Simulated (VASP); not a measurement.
Crystal: Ag.

```xyz
2
Lattice="2.1632 0.0000 0.0000 0.0000 2.1632 0.0000 0.0000 0.0000 4.5477" Properties=species:S:1:pos:R:3 pbc="T T T"
Ag    1.0816    1.0816    1.1095
Ag    1.0816    1.0816    3.4382
```

| Property | Result |
| --- | --- |
| Program | VASP 6.6.1 |
| Task | relaxation of cell and atoms |
| Functional | PBE |
| Potentials or basis | VASP PAW PBE potentials, release 64 (Ag) |
| Cutoff | 600 eV |
| k mesh | 8 × 8 × 4 |
| Occupations | gaussian, width 0.1 eV |
| Spin | no spin polarisation |

At the start: pressure 287.9 GPa; volume 10.64 Å³/atom.

Task: Where does the relaxation end?

Result: Over 13 steps the energy falls by 4644.3 meV/atom and the volume is 20.70 Å³/atom (+94.6 %); space group Pm-3m (No. 221, to 0.05 Å).

The path:
| step | energy change (eV) | largest force (eV/Å) | pressure (GPa) | volume (Å³) |
| --- | --- | --- | --- | --- |
| 1 | 0.0000 | 2.8051 | 287.88 | 21.28 |
| 2 | 5.4884 | 0.4497 | -58.99 | 149.87 |
| 3 | -8.0675 | 0.0364 | -7.84 | 68.10 |
| 4 | -8.3198 | 0.1018 | -8.03 | 63.06 |
| 5 | -9.1906 | 0.8759 | 7.10 | 38.50 |
| 6 | -9.1680 | 0.5779 | -4.57 | 45.59 |
| 7 | -9.2412 | 0.7272 | -0.41 | 42.04 |
| 8 | -9.2434 | 0.7554 | 0.72 | 41.37 |
| 9 | -9.2804 | 0.2411 | -0.70 | 41.87 |
| 10 | -9.2809 | 0.1912 | -0.83 | 41.93 |
| 11 | -9.2876 | 0.0827 | -0.04 | 41.43 |
| 12 | -9.2884 | 0.0233 | 0.35 | 41.20 |
| 13 | -9.2887 | 0.0031 | -0.02 | 41.40 |

Final structure:
```
CELL_PARAMETERS angstrom
2.74573 0.00000 0.00000
0.00000 2.74573 0.00000
0.00000 0.00000 5.49205
ATOMIC_POSITIONS crystal
Ag 0.50000 0.50000 0.24995
Ag 0.50000 0.50000 0.75005
```

Caveat: the k points lie up to 0.29 Å⁻¹ apart in the final cell; the volume moved by over 15 % at a fixed basis, so the end points are rough.
